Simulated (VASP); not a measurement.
Wanted: the native input for a VASP 6.6.1 run.

| Quantity | Value |
| --- | --- |
| Task | single point |
| Functional | LDA |
| Potentials or basis | VASP PAW LDA potentials, release 64 (Na_pv) |
| Cutoff | 520 eV |
| k mesh | 18 × 18 × 18 |
| Occupations | gaussian, width 0.15 eV |
| Spin | no spin polarisation |
| Dipole correction | no |
| Further INCAR settings | ALGO = Fast; EDIFF = 1e-06; NBANDS = 10 |

The structure of Na lies in POSCAR:

```
Na
1.0
   -2.1401454450      1.8605164418      2.6691859400
    1.8605164418     -2.1401454450      2.6691859400
    1.9410174778      1.9410174778     -2.8683139072
Na
1
Direct
    0.0000000000      0.0000000000      0.0000000000
```

The input as run:

INCAR

```
ALGO = Fast
EDIFF = 1E-6
ENCUT = 520
ISIF = 2
ISMEAR = 0
LASPH = T
LCHARG = F
LREAL = F
LWAVE = F
NBANDS = 10
NELM = 60
PREC = Accurate
SIGMA = 0.15
```

KPOINTS

```
k-points
0
Gamma
  18 18 18
```

Potentials or basis: VASP PAW LDA potentials, release 64 (Na_pv).

Launch:

```console
$ cat potpaw_LDA.64/Na_pv/POTCAR > POTCAR
$ mpirun -np 1 vasp_std > vasp.out
```

Results of the run:

| Property | Result |
| --- | --- |
| Pressure | -1.0 GPa |
| Band gap on the k mesh | zero (an odd number of electrons rules out a gap without spin polarisation) |

Run time: 6.2 min on 1 thread of Intel(R) Xeon(R) 6975P-C (Granite Rapids), on a shared host, peak memory 0.53 GiB.
